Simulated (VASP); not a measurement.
# Ga2O3 (base) (R-3c) in VASP: a series of runs

The runs below take Ga2O3 (base) through single point, with PBE.

Everything below comes from runs of VASP 6.6.1. Logs are shortened: lines on timing, memory, paths and dates and some standing lists are left out, and cuts for length are marked.

### 1 The cell of the first run

The structure is trigonal, space group R-3c (No. 167). Conventional cell: a = 4.982 Å, b = 4.982 Å, c = 13.433 Å, α = 90.00°, β = 90.00°, γ = 120.00°. Within 2.5 Å of Ga (site symmetry 3) lie 6 O at 1.92 to 2.08 Å. Within 2.5 Å of O (site symmetry 2) lie 4 Ga at 1.92 to 2.08 Å.

### 2 Single point, PBE

File INCAR:

```
PREC     = Accurate       # precision mode
ENCUT    = 600            # plane-wave cutoff, eV
EDIFF    = 1E-6           # SCF threshold, eV
ISMEAR   = 0              # smearing method
SIGMA    = 0.1            # smearing width, eV
LREAL    = F              # projectors in reciprocal space
LASPH    = T              # aspherical terms in the spheres
NELM     = 120            # most SCF steps
ALGO     = Normal         # electronic algorithm
ISIF     = 2              # what is computed and relaxed
LWAVE    = F              # write WAVECAR
LCHARG   = T              # write CHGCAR
GGA      = PE             # functional
LELF     = T              # ELF
LVHAR    = T            
NBANDS   = 55             # bands
GGA_COMPAT= F
```

File KPOINTS:

```
Automatic mesh
0
Gamma
  6 6 6
```

File POSCAR:

```
Ga2O3
1.0
    2.4912500000      1.4383238581      4.4776666667
   -2.4912500000      1.4383238581      4.4776666667
    0.0000000000     -2.8766477162      4.4776666667
Ga O
4 6
Direct
    0.3554000000      0.3554000000      0.3554000000
    0.1446000000      0.1446000000      0.1446000000
    0.6446000000      0.6446000000      0.6446000000
    0.8554000000      0.8554000000      0.8554000000
    0.5549000000      0.9451000000      0.2500000000
    0.2500000000      0.5549000000      0.9451000000
    0.9451000000      0.2500000000      0.5549000000
    0.4451000000      0.0549000000      0.7500000000
    0.7500000000      0.4451000000      0.0549000000
    0.0549000000      0.7500000000      0.4451000000
```

Potentials or basis: VASP PAW PBE potentials, release 64 (Ga_d, O).

Started as:

```bash
$ cat potpaw_PBE.64/Ga_d/POTCAR potpaw_PBE.64/O/POTCAR > POTCAR
$ mpirun -np 1 vasp_std > vasp.out
```

OUTCAR:

```text
PREC = Accurate
   ENCUT = 600
   EDIFF = 1E-6
   ISMEAR = 0
   LREAL = F
   LASPH = T
   NELM = 120
   ISIF = 2
   GGA = PE

 ion  position               nearest neighbor table
   1  0.355  0.355  0.355-   9 1.92   8 1.92  10 1.92   7 2.08   6 2.08   5 2.08   2 2.83
   2  0.145  0.145  0.145-  10 1.92   8 1.92   9 1.92   7 2.08   6 2.08   5 2.08   1 2.83
   3  0.645  0.645  0.645-   6 1.92   5 1.92   7 1.92   9 2.08  10 2.08   8 2.08   4 2.83
   4  0.855  0.855  0.855-   7 1.92   5 1.92   6 1.92   9 2.08  10 2.08   8 2.08   3 2.83
   5  0.555  0.945  0.250-   3 1.92   4 1.92   1 2.08   2 2.08
   6  0.250  0.555  0.945-   3 1.92   4 1.92   1 2.08   2 2.08
   7  0.945  0.250  0.555-   4 1.92   3 1.92   1 2.08   2 2.08
   8  0.445  0.055  0.750-   1 1.92   2 1.92   3 2.08   4 2.08
   9  0.750  0.445  0.055-   1 1.92   2 1.92   3 2.08   4 2.08
  10  0.055  0.750  0.445-   2 1.92   1 1.92   3 2.08   4 2.08

  LATTYP: Found a trigonal (rhomboedric) cell.
 ALAT       =     5.3220861381
 COS(alpha) =     0.5617712961

  Lattice vectors:

 A1 = (   2.4912500000,   1.4383238581,   4.4776666667)
 A2 = (  -2.4912500000,   1.4383238581,   4.4776666667)
 A3 = (   0.0000000000,  -2.8766477162,   4.4776666667)

Analysis of symmetry for initial positions (statically):
=====================================================================
 Subroutine PRICEL returns:
 Original cell was already a primitive cell.

 Routine SETGRP: Setting up the symmetry group for a
 trigonal (rhombohedral) supercell.

 Subroutine GETGRP returns: Found 12 space group operations
 (whereof  6 operations were pure point group operations)
 out of a pool of 12 trial point group operations.

The static configuration has the point symmetry S_6 .
 The point group associated with its full space group is D_3d.

Analysis of symmetry for dynamics (positions and initial velocities):
=====================================================================
 Subroutine PRICEL returns:
 Original cell was already a primitive cell.

 Routine SETGRP: Setting up the symmetry group for a
 trigonal (rhombohedral) supercell.

 Subroutine GETGRP returns: Found 12 space group operations
 (whereof  6 operations were pure point group operations)
 out of a pool of 12 trial point group operations.

The dynamic configuration has the point symmetry S_6 .
 The point group associated with its full space group is D_3d.

 Subroutine INISYM returns: Found 12 space group operations
 (whereof  6 operations are pure point group operations),
 and found     1 'primitive' translations

----------------------------------------------------------------------------------------

                                     Primitive cell

  volume of cell :      96.2669

  direct lattice vectors                    reciprocal lattice vectors
     2.491250000  1.438323858  4.477666667     0.200702459  0.115875619  0.074443535
    -2.491250000  1.438323858  4.477666667    -0.200702459  0.115875619  0.074443535
     0.000000000 -2.876647716  4.477666667     0.000000000 -0.231751237  0.074443535

  length of vectors
     5.322086138  5.322086138  5.322086138     0.243414206  0.243414206  0.243414206

  position of ions in fractional coordinates (direct lattice)
     0.355400000  0.355400000  0.355400000
     0.144600000  0.144600000  0.144600000
     0.644600000  0.644600000  0.644600000
     0.855400000  0.855400000  0.855400000
     0.554900000  0.945100000  0.250000000
     0.250000000  0.554900000  0.945100000
     0.945100000  0.250000000  0.554900000
     0.445100000  0.054900000  0.750000000
     0.750000000  0.445100000  0.054900000
     0.054900000  0.750000000  0.445100000

  ion indices of the primitive-cell ions
   primitive index   ion index
                 1           1
                 2           2
                 3           3
                 4           4
                 5           5
                 6           6
                 7           7
                 8           8
                 9           9
                10          10

----------------------------------------------------------------------------------------

 KPOINTS: Automatic mesh

Automatic generation of k-mesh.
 Grid dimensions read from file:
 generate k-points for:    6    6    6

 Generating k-lattice:

  Cartesian coordinates                     Fractional coordinates (reciprocal lattice)
     0.033450410  0.019312603  0.012407256     0.166666667  0.000000000  0.000000000
    -0.033450410  0.019312603  0.012407256     0.000000000  0.166666667  0.000000000
     0.000000000 -0.038625206  0.012407256     0.000000000  0.000000000  0.166666667

  Length of vectors
     0.040569034  0.040569034  0.040569034

  Shift w.r.t. Gamma in fractional coordinates (k-lattice)
     0.000000000  0.000000000  0.000000000

 Subroutine IBZKPT returns following result:
 ===========================================

 Found     32 irreducible k-points:

 Following reciprocal coordinates:
            Coordinates               Weight
  0.000000  0.000000  0.000000      1.000000
  0.166667  0.000000 -0.000000      6.000000
  0.333333  0.000000 -0.000000      6.000000
  0.500000  0.000000 -0.000000      3.000000
  0.166667  0.166667 -0.000000      6.000000
  0.333333  0.166667 -0.000000     12.000000
[... 16 lines left out ...]
  0.500000  0.500000  0.166667      6.000000
 -0.333333  0.500000  0.166667     12.000000
 [... further k-points ...]
   k-points           NKPTS =     32   k-points in BZ     NKDIM =     32   number of bands    NBANDS=     55
   number of dos      NEDOS =    301   number of ions     NIONS =     10
   total plane-waves  NPLWV = 110592
   dimension x,y,z NGX =    48 NGY =   48 NGZ =   48
   dimension x,y,z NGXF=    96 NGYF=   96 NGZF=   96
   ions per type =               4   6
   NGX,Y,Z   is equivalent  to a cutoff of  14.99, 14.99, 14.99 a.u.
   NGXF,Y,Z  is equivalent  to a cutoff of  29.99, 29.99, 29.99 a.u.
 SYSTEM =  unknown system
   PREC   = accura    normal or accurate (medium, high low for compatibility)
   ISTART =      0    job   : 0-new  1-cont  2-samecut
   ICHARG =      2    charge: 1-file 2-atom 10-const
   ISPIN  =      1    spin polarized calculation?
   LNONCOLLINEAR =      F non collinear calculations
   LSORBIT =      F    spin-orbit coupling
   LASPH  =      T    aspherical Exc in radial PAW
   ENCUT  =  600.0 eV  44.10 Ry    6.64 a.u.  10.63 10.63 10.63*2*pi/ulx,y,z
   NELM   =    120;   NELMIN=  2; NELMDL= -5     # of ELM steps
   EDIFF  = 0.1E-05   stopping-criterion for ELM
   LREAL  =      F    real-space projection
   EDIFFG = 0.1E-04   stopping-criterion for IOM
   NSW    =      0    number of steps for IOM
   IBRION =     -1    ionic relax: 0-MD 1-quasi-New 2-CG
   NFREE  =      0    steps in history (QN), initial steepest desc. (CG)
   ISIF   =      2    stress and relaxation
   ISYM   =      2    0-nonsym 1-usesym 2-fastsym
   POTIM  = 0.5000    time-step for ionic-motion
   TEBEG  =    0.0;   TEEND  =   0.0 temperature during run
   PSTRESS=    0.0 pullay stress
   NELECT =      88.0000    total number of electrons
   NUPDOWN=      -1.0000    fix difference up-down
   EMIN   =  10.00;   EMAX   =-10.00  energy-range for DOS
   EFERMI =   0.00;   METHOD = LEGACY
   ISMEAR =     0;   SIGMA  =   0.10  broadening in eV -4-tet -1-fermi 0-gaus
   EFERMI_NEDOS =   21; number of points for ismear=-14 and -15
   IALGO  =     38    algorithm
   IMIX   =      4    mixing-type and parameters
     AMIX     =   0.40;   BMIX     =  1.00
     AMIX_MAG =   1.60;   BMIX_MAG =  1.00
  volume/ion in A,a.u.               =       9.63        64.96
  Fermi-wavevector in a.u.,A,eV,Ry     =   1.588827  3.002448 34.346173  2.524372
  Thomas-Fermi vector in A             =   2.687771
   LORBIT       =      0    0 simple, 1 ext, 2 COOP (PROOUT), +10 PAW based schemes
   GGA     = PE    functional components
   LHFCALC =     F    Hartree Fock is set to
   AEXX    =    0.0000 exact exchange contribution
   IVDW    =     0    specifies the selected vdW correction
   LEPSILON=     F    determine dielectric tensor
   LRPA    =     F    only Hartree local field effects (RPA)
 non-spin polarized calculation
 Gauss-broadening in eV      SIGMA  =   0.10
  energy-cutoff  :      600.00
  volume of cell :       96.27
 maximum number of plane-waves:      3233
 NGX is ok and might be reduce to    48
   NGX = 21   NGY = 21   NGZ = 21

 number of electron      88.0000004 magnetization

 Free energy of the ion-electron system (eV)
  ---------------------------------------------------
  ext. energy  EPLUGINS =         0.00000000
  ---------------------------------------------------
  free energy    TOTEN  =       -59.24578923 eV

  energy without entropy =      -59.24578923  energy(sigma->0) =      -59.24578923

 E-fermi :   5.0065     XC(G=0): -12.2095

 val. band max:        4.5649075779   @ k =  -0.1667   0.1667   0.0000
 cond. band min:       7.4279054503   @ k =   0.0000   0.0000   0.0000
 fundamental gap:      2.8629978724
 Fermi energy:         5.0064883640

 k-point     1 :       0.0000    0.0000    0.0000
  band No.  band energies     occupation
      1     -14.4578      2.00000
      2     -12.4493      2.00000
      3     -12.4493      2.00000
      4     -12.4103      2.00000
      5     -12.3934      2.00000
      6     -12.3934      2.00000
[... 47 lines left out ...]
     54      15.8157      0.00000
     55      16.9859      0.00000

 k-point     2 :       0.1667    0.0000   -0.0000
  band No.  band energies     occupation
      1     -14.3310      2.00000
      2     -12.5715      2.00000
      3     -12.4601      2.00000
      4     -12.4561      2.00000
      5     -12.4052      2.00000
      6     -12.3842      2.00000
[... 47 lines left out ...]
     54      16.4243      0.00000
     55      16.7904      0.00000

 k-point     3 :       0.3333    0.0000   -0.0000
  band No.  band energies     occupation
      1     -13.9758      2.00000
      2     -12.9519      2.00000
      3     -12.4950      2.00000
      4     -12.4832      2.00000
      5     -12.4163      2.00000
      6     -12.3994      2.00000
[... 1152 lines left out ...]
 k-point    23 :       0.5000    0.5000    0.1667
  band No.  band energies     occupation
      1     -13.6069      2.00000
      2     -13.0276      2.00000
      3     -12.7359      2.00000
      4     -12.5499      2.00000
      5     -12.4868      2.00000
      6     -12.4080      2.00000
[... 47 lines left out ...]
     54      16.8574      0.00000
     55      16.9421      0.00000

 k-point    24 :      -0.3333    0.5000    0.1667
  band No.  band energies     occupation
      1     -13.4097      2.00000
      2     -13.0959      2.00000
      3     -12.8080      2.00000
      4     -12.6772      2.00000
      5     -12.4381      2.00000
      6     -12.3968      2.00000
[... 47 lines left out ...]
     54      16.6946      0.00000
     55      16.9628      0.00000

 [... further k-points ...]
[... 5 lines left out ...]
  --------------------------------------------------------------------------------------
  -------------------------------------------------------------------------------------
  Total        6.5869168      6.5869168      5.8208270      0.0000000     -0.0000000     -0.0000000
  in kB      109.6265518    109.6265518     96.8764612      0.0000000     -0.0000000     -0.0000000
  external PRESSURE =     105.3765216 kB  Pullay stress =       0.0000000 kB

 VOLUME and BASIS-vectors are now :
 -----------------------------------------------------------------------------
  energy-cutoff  :      600.00
  volume of cell :       96.27
      direct lattice vectors                 reciprocal lattice vectors
     2.491250000  1.438323858  4.477666667     0.200702459  0.115875619  0.074443535
    -2.491250000  1.438323858  4.477666667    -0.200702459  0.115875619  0.074443535
     0.000000000 -2.876647716  4.477666667     0.000000000 -0.231751237  0.074443535

 POSITION                                       TOTAL-FORCE (eV/Angst)
 -----------------------------------------------------------------------------------
      0.00000      0.00000      4.77409        -0.000000      0.000000      0.039693
      0.00000      0.00000      1.94241        -0.000000      0.000000     -0.039693
      0.00000      0.00000      8.65891        -0.000000      0.000000     -0.039693
      0.00000      0.00000     11.49059        -0.000000      0.000000      0.039693
     -0.97209      1.43832      7.83592        -0.133831      0.000000      0.000000
     -0.75958     -1.56101      7.83592         0.066916     -0.115901     -0.000000
      1.73167      0.12269      7.83592         0.066916      0.115901     -0.000000
      0.97209     -1.43832      5.59708         0.133831      0.000000      0.000000
      0.75958      1.56101      5.59708        -0.066916      0.115901     -0.000000
     -1.73167     -0.12269      5.59708        -0.066916     -0.115901     -0.000000
 -----------------------------------------------------------------------------------
    total drift:                                0.000000      0.000000     -0.000000

  FREE ENERGIE OF THE ION-ELECTRON SYSTEM (eV)
  ---------------------------------------------------
  free  energy   TOTEN  =       -59.2457892310 eV

  energy  without entropy=      -59.2457892309  energy(sigma->0) =      -59.24578923
```

Run time: 9.3 min. Hardware: 1 thread of Intel Xeon 8259CL, shared host; peak memory 0.4 GiB.

Results:

- Free energy: -59.2458 eV
- Pressure: 10.5 GPa
- Largest force: 0.134 eV/Å
- Band gap on the k mesh: 2.86 eV, indirect (least direct gap 3.12 eV)

Forces in eV/Å, atoms in the order of the input:
```
Ga   0.000  0.000  0.040
Ga   0.000  0.000 -0.040
Ga   0.000  0.000 -0.040
Ga   0.000  0.000  0.040
O   -0.134  0.000  0.000
O    0.067 -0.116  0.000
O    0.067  0.116  0.000
O    0.134  0.000  0.000
O   -0.067  0.116  0.000
O   -0.067 -0.116  0.000
```

Stress tensor (GPa, compression positive):
```
10.96  0.00  0.00
 0.00 10.96  0.00
 0.00  0.00  9.69
```

### 3 Single point, PBE

This run uses another cell than the first one, of 10.04 Å³/atom, 1.043 times its volume.

File INCAR:

```
  ALGO = Normal
  EDIFF = 1E-6
  ENCUT = 600
  GGA = PE
  GGA_COMPAT = F
  ISIF = 2
  ISMEAR = 0
  LASPH = T
  LCHARG = F
  LREAL = F
  LWAVE = F
  NBANDS = 55
  NELM = 120
  PREC = Accurate
  SIGMA = 0.1
```

File KPOINTS:

```
k-points
0
Gamma
  6 6 6
```

File POSCAR:

```
Ga2O3
1.0
    2.5265241451      1.4586893953      4.5413334166
   -2.5265241451      1.4586893953      4.5413334166
    0.0000000000     -2.9173787906      4.5413334166
Ga O
4 6
Direct
    0.3559115254      0.3559115254      0.3559115254
    0.1440884746      0.1440884746      0.1440884746
    0.6440884746      0.6440884746      0.6440884746
    0.8559115254      0.8559115254      0.8559115254
    0.5530571461      0.9469428539      0.2500000000
    0.2500000000      0.5530571461      0.9469428539
    0.9469428539      0.2500000000      0.5530571461
    0.4469428539      0.0530571461      0.7500000000
    0.7500000000      0.4469428539      0.0530571461
    0.0530571461      0.7500000000      0.4469428539
```

Potentials or basis: VASP PAW PBE potentials, release 64 (Ga_d, O).

Started as:

```bash
$ cat potpaw_PBE.64/Ga_d/POTCAR potpaw_PBE.64/O/POTCAR > POTCAR
$ mpirun -np 1 vasp_std > vasp.out
```

Run time: 8.7 min. Hardware: 1 thread of Intel Xeon 8259CL, shared host; peak memory 0.39 GiB.

Results (log left out):

```yaml
Free_energy: -59.4067 eV
Pressure: 1.1 GPa
Largest_force: 0.003 eV/Å
Band_gap_on_the_k_mesh: 2.41 eV, indirect (least direct gap 2.64 eV)
```

Forces in eV/Å, atoms in the order of the input:
```
Ga   0.000  0.000 -0.002
Ga   0.000  0.000  0.002
Ga   0.000  0.000  0.002
Ga   0.000  0.000 -0.002
O    0.003  0.000  0.000
O   -0.002  0.003  0.000
O   -0.002 -0.003  0.000
O   -0.003  0.000  0.000
O    0.002 -0.003  0.000
O    0.002  0.003  0.000
```

Stress tensor (GPa, compression positive):
```
1.23 0.00 0.00
0.00 1.23 0.00
0.00 0.00 0.77
```

Levels at points of the mesh, in eV from the valence-band top:
```
           k point  band 42  band 43  band 44  band 45  band 46  band 47
(0.00, 0.00, 0.00)    -0.31    -0.23    -0.23     2.41     6.32     6.57
(0.50, 0.00, 0.00)    -0.93    -0.15    -0.15     6.02     6.02     6.39
(0.50, 0.50, 0.00)    -0.69    -0.26    -0.15     6.14     6.36     7.25
(0.50, 0.50, 0.50)    -0.29    -0.29    -0.29     5.49     5.49     7.49
```
